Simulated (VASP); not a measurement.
Here is a VASP 6.6.1 calculation.

INCAR

```
SYSTEM = ZnAu
PREC     = Accurate       ! precision mode
ENCUT    = 600            ! plane-wave cutoff, eV
EDIFF    = 1E-7           ! SCF threshold, eV
ISMEAR   = 0              ! smearing method
SIGMA    = 0.1            ! smearing width, eV
LREAL    = .False.        ! projectors in reciprocal space
LASPH    = .True.         ! aspherical terms in the spheres
NELM     = 100            ! most SCF steps
ALGO     = Normal         ! electronic algorithm
ISIF     = 3              ! what is computed and relaxed
LWAVE    = .False.        ! write WAVECAR
LCHARG   = .False.        ! write CHGCAR
GGA      = PE             ! functional
IBRION   = 2              ! ionic algorithm
NSW      = 100            ! ionic steps
EDIFFG   = -0.01          ! ionic threshold
```

File KPOINTS:

```
regular mesh
0
Gamma
  18 18 18
  0 0 0
```

File POSCAR:

```
ZnAu
1.0
    3.1905344339      0.0000000000      0.0000000000
    0.0000000000      3.1905344339      0.0000000000
    0.0000000000      0.0000000000      3.1905344339
Zn Au
1 1
Direct
    0.5000000000      0.5000000000      0.5000000000
    0.0000000000      0.0000000000      0.0000000000
```

Potentials or basis: VASP PAW PBE potentials, release 64 (Zn, Au).

Command:

```bash
$ cat potpaw_PBE.64/Zn/POTCAR potpaw_PBE.64/Au/POTCAR > POTCAR
$ mpirun -np 1 vasp_std > vasp.out
```

**Question.** Predict the relaxed volume.

**Answer.** 16.20 Å³/atom.

**Question.** Predict the relaxed cell.

**Answer.** a = 3.188 Å, b = 3.188 Å, c = 3.188 Å, α = 90.00°, β = 90.00°, γ = 90.00°.

**Question.** Estimate the space group after relaxing (to 0.05 Å).

**Answer.** Pm-3m (No. 221).

Final structure:
```xyz
2
Lattice="3.1878 0.0000 0.0000 0.0000 3.1878 0.0000 0.0000 0.0000 3.1878" Properties=species:S:1:pos:R:3 pbc="T T T"
Zn    1.5939    1.5939    1.5939
Au    0.0000    0.0000    0.0000
```
